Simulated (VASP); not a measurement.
# BN in VASP: relaxation of the atoms with LDA

Aim: the relaxation of the atoms of BN with LDA.

All numbers are computed with VASP 6.6.1; they aren't measurements. Logs are shortened: lines on timing, memory, paths and dates and some standing lists are left out, and cuts for length are marked.

**1. The cell of the first run**

The cell holds a slab with vacuum, 6 atoms: a = 2.532 Å, b = 3.581 Å, c = 18.532 Å, α = 90.00°, β = 90.00°, γ = 90.00°.

**2. Relaxation of the atoms, LDA**

The input, INCAR:

```
SYSTEM = BN
PREC     = Accurate       ! precision mode
ENCUT    = 520            ! plane-wave cutoff, eV
EDIFF    = 1E-6           ! SCF threshold, eV
ISMEAR   = -1             ! smearing method
SIGMA    = 0.02           ! smearing width, eV
LREAL    = .False.        ! projectors in reciprocal space
LASPH    = .True.         ! aspherical terms in the spheres
NELM     = 80             ! most SCF steps
ALGO     = Normal         ! electronic algorithm
ISIF     = 2              ! what is computed and relaxed
LWAVE    = .False.        ! write WAVECAR
LCHARG   = .False.        ! write CHGCAR
LDIPOL   = .True.       
IDIPOL   = 3            
DIPOL    = 0.5 0.5 0.500
IBRION   = 2              ! ionic algorithm
NSW      = 60             ! ionic steps
EDIFFG   = -0.01          ! ionic threshold
```

The input, KPOINTS:

```
Automatic mesh
0
Gamma
  10 7 1
  0 0 0
```

The input, POSCAR:

```
BN
1.0
    2.5318878315      0.0000000000      0.0000000000
    0.0000000000      3.5806301097      0.0000000000
    0.0000000000      0.0000000000     18.5319000000
B N
3 3
Direct
    0.2500000000      0.1250000000      0.4316883905
    0.7500000000      0.6250000000      0.5000000000
    0.2500000000      0.1250000000      0.5683116095
    0.7500000000      0.8750000000      0.4316883905
    0.2500000000      0.3750000000      0.5000000000
    0.7500000000      0.8750000000      0.5683116095
```

Potentials or basis: VASP PAW LDA potentials, release 64 (B, N).

On the command line:

```
cat potpaw_LDA.64/B/POTCAR potpaw_LDA.64/N/POTCAR > POTCAR
mpirun -np 1 vasp_std > vasp.out
```

OUTCAR:

```text
SYSTEM = BN
   PREC = Accurate
   ENCUT = 520
   EDIFF = 1E-6
   ISMEAR = -1
   LREAL = .False.
   LASPH = .True.
   NELM = 80
   ISIF = 2
   IBRION = 2
   NSW = 60
   EDIFFG = -0.01

 ion  position               nearest neighbor table
   1  0.250  0.125  0.432-   4 1.55   4 1.55   5 1.55
   2  0.750  0.625  0.500-   5 1.55   5 1.55   6 1.55   4 1.55
   3  0.250  0.125  0.568-   6 1.55   6 1.55   5 1.55
   4  0.750  0.875  0.432-   1 1.55   1 1.55   2 1.55
   5  0.250  0.375  0.500-   2 1.55   2 1.55   3 1.55   1 1.55
   6  0.750  0.875  0.568-   3 1.55   3 1.55   2 1.55

  LATTYP: Found a simple orthorhombic cell.
 ALAT       =     2.5318878315
 B/A-ratio  =     1.4142135624
 C/A-ratio  =     7.3194000814

  Lattice vectors:

 A1 = (   2.5318878315,   0.0000000000,   0.0000000000)
 A2 = (   0.0000000000,   3.5806301097,   0.0000000000)
 A3 = (   0.0000000000,   0.0000000000,  18.5319000000)

Analysis of symmetry for initial positions (statically):
=====================================================================
 Subroutine PRICEL returns:
 Original cell was already a primitive cell.

 Routine SETGRP: Setting up the symmetry group for a
 simple orthorhombic supercell.

 Subroutine GETGRP returns: Found  4 space group operations
 (whereof  2 operations were pure point group operations)
 out of a pool of  8 trial point group operations.

The static configuration has the point symmetry C_1h.
 The point group associated with its full space group is C_2v.

Analysis of symmetry for dynamics (positions and initial velocities):
=====================================================================
 Subroutine PRICEL returns:
 Original cell was already a primitive cell.

 Routine SETGRP: Setting up the symmetry group for a
 simple orthorhombic supercell.

 Subroutine GETGRP returns: Found  4 space group operations
 (whereof  2 operations were pure point group operations)
 out of a pool of  8 trial point group operations.

The dynamic configuration has the point symmetry C_1h.
 The point group associated with its full space group is C_2v.

 Subroutine INISYM returns: Found  4 space group operations
 (whereof  2 operations are pure point group operations),
 and found     1 'primitive' translations

----------------------------------------------------------------------------------------

                                     Primitive cell

  volume of cell :     168.0056

  direct lattice vectors                    reciprocal lattice vectors
     2.531887832  0.000000000  0.000000000     0.394962205  0.000000000  0.000000000
     0.000000000  3.580630110  0.000000000     0.000000000  0.279280453  0.000000000
     0.000000000  0.000000000 18.531900000     0.000000000  0.000000000  0.053961008

  length of vectors
     2.531887832  3.580630110 18.531900000     0.394962205  0.279280453  0.053961008

  position of ions in fractional coordinates (direct lattice)
     0.250000000  0.125000000  0.431688390
     0.750000000  0.625000000  0.500000000
     0.250000000  0.125000000  0.568311610
     0.750000000  0.875000000  0.431688390
     0.250000000  0.375000000  0.500000000
     0.750000000  0.875000000  0.568311610

  ion indices of the primitive-cell ions
   primitive index   ion index
                 1           1
                 2           2
                 3           3
                 4           4
                 5           5
                 6           6

----------------------------------------------------------------------------------------

 KPOINTS: Automatic mesh

Automatic generation of k-mesh.
 Grid dimensions read from file:
 generate k-points for:   10    7    1
[... 44 lines left out ...]
  0.500000  0.428571  0.000000      2.000000
   k-points           NKPTS =     24   k-points in BZ     NKDIM =     24   number of bands    NBANDS=     16
   number of dos      NEDOS =    301   number of ions     NIONS =      6
   total plane-waves  NPLWV =  78400
   dimension x,y,z NGX =    20 NGY =   28 NGZ =  140
   dimension x,y,z NGXF=    40 NGYF=   56 NGZF=  280
   ions per type =               3   3
   NGX,Y,Z   is equivalent  to a cutoff of  13.13, 13.00, 12.56 a.u.
   NGXF,Y,Z  is equivalent  to a cutoff of  26.26, 26.00, 25.12 a.u.
 SYSTEM =  BN
   PREC   = accura    normal or accurate (medium, high low for compatibility)
   ISTART =      0    job   : 0-new  1-cont  2-samecut
   ICHARG =      2    charge: 1-file 2-atom 10-const
   ISPIN  =      1    spin polarized calculation?
   LNONCOLLINEAR =      F non collinear calculations
   LSORBIT =      F    spin-orbit coupling
   LASPH  =      T    aspherical Exc in radial PAW
   ENCUT  =  520.0 eV  38.22 Ry    6.18 a.u.   4.71  6.66 34.46*2*pi/ulx,y,z
   NELM   =     80;   NELMIN=  2; NELMDL= -5     # of ELM steps
   EDIFF  = 0.1E-05   stopping-criterion for ELM
   LREAL  =      F    real-space projection
   EDIFFG = -.1E-01   stopping-criterion for IOM
   NSW    =     60    number of steps for IOM
   IBRION =      2    ionic relax: 0-MD 1-quasi-New 2-CG
   NFREE  =      1    steps in history (QN), initial steepest desc. (CG)
   ISIF   =      2    stress and relaxation
   ISYM   =      2    0-nonsym 1-usesym 2-fastsym
   POTIM  = 0.5000    time-step for ionic-motion
   TEBEG  =    0.0;   TEEND  =   0.0 temperature during run
   PSTRESS=    0.0 pullay stress
   NELECT =      24.0000    total number of electrons
   NUPDOWN=      -1.0000    fix difference up-down
   EMIN   =  10.00;   EMAX   =-10.00  energy-range for DOS
   EFERMI =   0.00;   METHOD = LEGACY
   ISMEAR =    -1;   SIGMA  =   0.02  broadening in eV -4-tet -1-fermi 0-gaus
   EFERMI_NEDOS =   21; number of points for ismear=-14 and -15
   IALGO  =     38    algorithm
   IMIX   =      4    mixing-type and parameters
     AMIX     =   0.40;   BMIX     =  1.00
     AMIX_MAG =   1.60;   BMIX_MAG =  1.00
  volume/ion in A,a.u.               =      28.00       188.96
  Fermi-wavevector in a.u.,A,eV,Ry     =   0.855797  1.617221  9.964744  0.732388
  Thomas-Fermi vector in A             =   1.972601
   LORBIT       =      0    0 simple, 1 ext, 2 COOP (PROOUT), +10 PAW based schemes
   GGA     = CA    functional components
   LHFCALC =     F    Hartree Fock is set to
   AEXX    =    0.0000 exact exchange contribution
   IVDW    =     0    specifies the selected vdW correction
   LEPSILON=     F    determine dielectric tensor
   LRPA    =     F    only Hartree local field effects (RPA)
 conjugate gradient relaxation of ions
 non-spin polarized calculation
  energy-cutoff  :      520.00
  volume of cell :      168.01
 maximum number of plane-waves:      4554
 NGX is ok and might be reduce to    20
   NGX =  9   NGY = 13   NGZ = 69

--------------------------------------- Ionic step        1  -------------------------------------------

 number of electron      23.9999998 magnetization

 Free energy of the ion-electron system (eV)
  ---------------------------------------------------
  ext. energy  EPLUGINS =         0.00000000
  ---------------------------------------------------
  free energy    TOTEN  =       -52.18556161 eV

  energy without entropy =      -52.18556161  energy(sigma->0) =      -52.18556161

------------------------ aborting loop because EDIFF is reached ----------------------------------------

  FORCE on cell =-STRESS in cart. coord.  units (eV):
  Direction    XX          YY          ZZ          XY          YZ          ZX
  --------------------------------------------------------------------------------------
  -------------------------------------------------------------------------------------
  Total       -5.8475620     -9.0371251     -3.1013263      0.0000000      0.0000000      0.0000000
  in kB      -55.7649802    -86.1820871    -29.5756413      0.0000000      0.0000000      0.0000000
  external PRESSURE =     -57.1742362 kB  Pullay stress =       0.0000000 kB
[... 101 lines left out ...]
  FREE ENERGIE OF THE ION-ELECTRON SYSTEM (eV)
  ---------------------------------------------------
  free  energy   TOTEN  =       -53.8826844637 eV

  energy  without entropy=      -53.8826844575  energy(sigma->0) =      -53.88268446

[... ionic steps 4 to 11 ...]

--------------------------------------- Ionic step       12  -------------------------------------------

 number of electron      24.0000000 magnetization

 dipolmoment           0.000000      0.000000     -0.000000 electrons x Angstroem

------------------------ aborting loop because EDIFF is reached ----------------------------------------

  FORCE on cell =-STRESS in cart. coord.  units (eV):
  Direction    XX          YY          ZZ          XY          YZ          ZX
  --------------------------------------------------------------------------------------
  -------------------------------------------------------------------------------------
  Total       -2.6342849     -0.5616659     -0.0449353      0.0000000      0.0000000      0.0000000
  in kB      -25.1217247     -5.3562983     -0.4285228      0.0000000      0.0000000      0.0000000
  external PRESSURE =     -10.3021820 kB  Pullay stress =       0.0000000 kB
[... 67 lines left out ...]
--------------------------------------- Ionic step       14  -------------------------------------------

 number of electron      24.0000000 magnetization

 dipolmoment           0.000000      0.000000      0.000000 electrons x Angstroem

 Free energy of the ion-electron system (eV)
  ---------------------------------------------------
  ext. energy  EPLUGINS =         0.00000000
  ---------------------------------------------------
  free energy    TOTEN  =       -54.00400643 eV

  energy without entropy =      -54.00400602  energy(sigma->0) =      -54.00400623

 E-fermi :  -3.2873     XC(G=0):  -3.6787

 val. band max:       -3.5137654024   @ k =   0.0000   0.4286   0.0000
 cond. band min:      -3.0786140069   @ k =   0.5000   0.0000   0.0000
 fundamental gap:      0.4351513955
 Fermi energy:        -3.2872571716

 k-point     1 :       0.0000    0.0000    0.0000
  band No.  band energies     occupation
      1     -23.3257      2.00000
      2     -19.6135      2.00000
      3     -18.2883      2.00000
      4     -12.2655      2.00000
      5     -10.1784      2.00000
      6      -9.7049      2.00000
[... 435 lines left out ...]
      5     -13.3341      2.00000
      6     -11.6372      2.00000
[... 8 lines left out ...]
     15       4.9041      0.00000
     16       6.5380      0.00000

------------------------ aborting loop because EDIFF is reached ----------------------------------------

 vacuum level on the upper side and lower side of the slab       (xc-potential included)        -0.100        -0.100

  FORCE on cell =-STRESS in cart. coord.  units (eV):
  Direction    XX          YY          ZZ          XY          YZ          ZX
  --------------------------------------------------------------------------------------
  -------------------------------------------------------------------------------------
  Total       -2.6147066     -0.5460699     -0.0439092      0.0000000      0.0000000      0.0000000
  in kB      -24.9350178     -5.2075681     -0.4187381      0.0000000      0.0000000      0.0000000
  external PRESSURE =     -10.1871080 kB  Pullay stress =       0.0000000 kB
[... 21 lines left out ...]
  FREE ENERGIE OF THE ION-ELECTRON SYSTEM (eV)
  ---------------------------------------------------
  free  energy   TOTEN  =       -54.0040064330 eV

  energy  without entropy=      -54.0040060241  energy(sigma->0) =      -54.00400623

 reached required accuracy - stopping structural energy minimisation

 vacuum level on the upper side and lower side of the slab         2.953         2.953
```

Run time: 6.5 min. Hardware: 1 thread of Intel Xeon Platinum 8375C at 2.90GHz (Ice Lake), shared host; peak memory 0.24 GiB.

Results:

- Free energy: -54.0040 eV
- Energy gained by relaxing: 303.1 meV/atom
- Ionic steps: 14
- Largest force after relaxing: 0.007 eV/Å
- Band gap on the k mesh: 0.44 eV (least direct gap 0.53 eV)

Forces on the atoms (eV/Å):
```
B    0.000  0.004  0.000
B    0.000  0.000  0.000
B    0.000  0.004  0.000
N    0.000 -0.007 -0.003
N    0.000  0.005  0.000
N    0.000 -0.007  0.003
```

Step by step:
```csv
step,energy change (eV),largest force (eV/Å),pressure (GPa)
1,0.0000,6.1122,-5.72
2,-0.9940,3.6225,0.94
3,-1.6971,1.4004,-1.98
4,-1.6978,1.4008,-2.07
5,-1.7852,0.8123,-2.04
6,-1.7903,0.6252,-2.06
7,-1.8127,0.4128,-1.30
8,-1.8129,0.3463,-1.36
9,-1.8177,0.1796,-0.93
10,-1.8182,0.0775,-1.04
11,-1.8184,0.0347,-1.03
12,-1.8184,0.0103,-1.03
13,-1.8184,0.0100,-1.03
14,-1.8184,0.0071,-1.02
```

Final structure:
```xyz
6
Lattice="2.5319 0.0000 0.0000 0.0000 3.5806 0.0000 0.0000 0.0000 18.5319" Properties=species:S:1:pos:R:3 pbc="T T T"
B     0.6330    0.3069    8.1648
B     1.8989    2.2699    9.2660
B     0.6330    0.3069   10.3671
N     1.8989    3.2248    7.9749
N     0.6330    1.4086    9.2660
N     1.8989    3.2248   10.5570
```

Levels at points of the mesh, in eV from the valence-band top:
```
           k point  band 10  band 11  band 12  band 13  band 14  band 15
(0.00, 0.00, 0.00)    -1.78    -1.70    -0.45     3.54     5.32     5.68
(0.50, 0.00, 0.00)    -3.66    -1.97    -0.10     0.44     4.25     6.74
```
